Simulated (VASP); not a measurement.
Input of a VASP 6.6.1 run:

File INCAR:

```
ALGO = Normal ; EDIFF = 1E-6
EDIFFG = -0.04 ; ENCUT = 600
GGA = PE ; IBRION = 2
ISIF = 3 ; ISMEAR = 0
IVDW = 12 ; LASPH = True
LCHARG = False ; LREAL = False
LWAVE = False ; NELM = 60
NSW = 90 ; PREC = Accurate
SIGMA = 0.1
```

The input KPOINTS:

```
k-points
0
Gamma
  6 6 4
```

POSCAR

```
Be2Al
1.0
    3.5242372600      0.0000000000      0.0000000000
   -1.7621186300      3.0520789900      0.0000000000
    0.0000000000      0.0000000000      3.9070480600
Be Al
2 1
Direct
    0.3333333300      0.6666666700      0.0000000000
    0.6666666700      0.3333333300      0.0000000000
    0.0000000000      0.0000000000      0.1707294200
```

Potentials or basis: VASP PAW PBE potentials, release 64 (Be, Al).

Command:

```console
$ cat potpaw_PBE.64/Be/POTCAR potpaw_PBE.64/Al/POTCAR > POTCAR
$ mpirun -np 1 vasp_std > vasp.out
```

Question: Estimate the band gap on the k mesh.

Answer: Zero (an odd number of electrons rules out a gap without spin polarisation).

Question: What does it give for the dispersion energy per atom?

Answer: -0.346 eV.

Question: Estimate the relaxed volume.

Answer: 10.52 Å³/atom.

Final structure:
```cif
data_structure
_symmetry_space_group_name_H-M 'P 1'
_symmetry_Int_Tables_number 1
_cell_length_a 3.6215
_cell_length_b 3.6215
_cell_length_c 2.7790
_cell_angle_alpha 90.000
_cell_angle_beta 90.000
_cell_angle_gamma 120.000
_cell_volume 31.56
loop_
_atom_site_label
_atom_site_type_symbol
_atom_site_fract_x
_atom_site_fract_y
_atom_site_fract_z
_atom_site_occupancy
Be1 Be 0.33333 0.66667 0.89144 1
Be2 Be 0.66667 0.33333 0.89144 1
Al1 Al 0.00000 0.00000 0.38785 1
```

Caveat: the k points lie up to 0.57 Å⁻¹ apart in the final cell, too coarse for converged energies and pressures of a metal; the volume moved by over 15 % at a fixed basis, so the end points are rough.
